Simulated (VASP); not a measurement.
A run of VASP 6.6.1 is set up as follows.

Contents of INCAR:

```
  ALGO = Normal
  EDIFF = 1E-6
  ENCUT = 520
  GGA = CA
  ISIF = 2
  ISMEAR = -1
  ISPIN = 2
  LASPH = T
  LCHARG = F
  LMAXMIX = 6
  LORBIT = 11
  LREAL = F
  LWAVE = F
  MAGMOM = 1
  NBANDS = 22
  NELM = 150
  PREC = Accurate
  SIGMA = 0.05
```

KPOINTS

```
k-points
0
Gamma
  8 8 8
```

Contents of POSCAR:

```
Yb
1.0
    0.0000000000      2.7612667546      2.7612667546
    2.7612667546      0.0000000000      2.7612667546
    2.7612667546      2.7612667546      0.0000000000
Yb
1
Direct
    0.0000000000      0.0000000000      0.0000000000
```

Potentials or basis: VASP PAW PBE potentials, release 64 (Yb).

The run is started by

```bash
$ cat potpaw_PBE.64/Yb/POTCAR > POTCAR
$ mpirun -np 1 vasp_std > vasp.out
```

Estimate the net moment.

0.00 μB per cell.

What does it give for the band gap on the k mesh?

Zero (filled and empty bands overlap).

Caveat: the cell stands under tension; spin-orbit coupling is left out, which moves the levels of the heavy elements. The state reached can hang on the start; a lower one may exist.
